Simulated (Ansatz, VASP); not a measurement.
## TaTe: VASP beside Ansatz

Contents of POSCAR:

```
TaTe
1.0
    3.4200900000      0.0000000000      0.0000000000
    0.0000000000      3.4200900000      0.0000000000
    0.0000000000      0.0000000000      3.4200900000
Ta Te
1 1
Direct
    0.5000000000      0.5000000000      0.5000000000
    0.0000000000      0.0000000000      0.0000000000
```

Contents of INCAR.step1:

```
ALGO = Normal
EDIFF = 1E-5
ENCUT = 520
GGA = PE
ISIF = 2
ISMEAR = -1
LASPH = True
LCHARG = False
LREAL = False
LWAVE = True
NBANDS = 16
NELM = 60
PREC = Accurate
SIGMA = 0.05
```

File INCAR.step2:

```
AEXX = 0.25
ALGO = Normal
EDIFF = 1E-7
ENCUT = 520
GGA = PS
HFSCREEN = 0.207
ISIF = 2
ISMEAR = -1
ISTART = 1
LASPH = True
LCHARG = False
LHFCALC = True
LREAL = False
LWAVE = False
NBANDS = 16
NELM = 60
PREC = Accurate
PRECFOCK = Normal
SIGMA = 0.05
```

The input KPOINTS:

```
k-points
0
Gamma
  4 4 4
```

The input input:

```
crystal:
  lattice:
    - [3.42009, 0.0, 0.0]
    - [0.0, 3.42009, 0.0]
    - [0.0, 0.0, 3.42009]
  atoms:
    - { symbol: Ta, position: [0.5, 0.5, 0.5] }
    - { symbol: Te, position: [0.0, 0.0, 0.0] }
hamiltonian:
  xc:
    exchange: hjs_pbesol
    correlation: pbesol
    exx: { coeff: 0.25, omega: 0.207 }
  pseudopotentials: { kind: paw }
kpoints:
  mp_grid: { grid: [4, 4, 4] }
  band_path:
    path:
      - [[0.0, 0.0, 0.0], [0.0, 0.5, 0.0], [0.5, 0.5, 0.0], [0.0, 0.0, 0.0], [0.5, 0.5, 0.5], [0.0, 0.5, 0.0]]
      - [[0.5, 0.5, 0.0], [0.5, 0.5, 0.5]]
    npoints: 4
scf:
  occupations: { method: fermi_dirac, width: 0.05 }
  n_extra_bands: 6
output:
  forces: true
  stress: true
  eigenvalues: true
  fatbands: false
```

Alike in both runs: functional PBEsol-based screened hybrid; k mesh 4 × 4 × 4; occupations fermi-dirac, width 0.05 eV; no spin polarisation.

|  | VASP | Ansatz |
| --- | --- | --- |
| version | VASP 6.6.1 | Ansatz 0.2.0 |
| potentials or method | VASP PAW PBE potentials, release 64 (Ta_pv, Te) | Ansatz PAW |
| plane-wave cutoff (eV) | 520 | 420 |
| valence electrons in the cell | 17 | 29 |
| task | single point | band structure |

```csv
,VASP,Ansatz,Ansatz less VASP
gap on the k mesh at the Fermi level (eV),none,none,-
pressure (GPa),-8.4,-7.7,+0.75
```

VASP's potentials were made for PBE, not for PBEsol-based screened hybrid. A gap of «none» marks a metal or a gap that the smearing closes. The functional is the same, so the differences come from potentials, cutoffs and numerics. VASP's potentials hold 17 valence electrons a cell and Ansatz's 29, so a difference there can come from the potentials and not from the codes.

The k mesh is coarse, so the values compare programs but aren't converged. Neither program's run includes spin-orbit coupling.
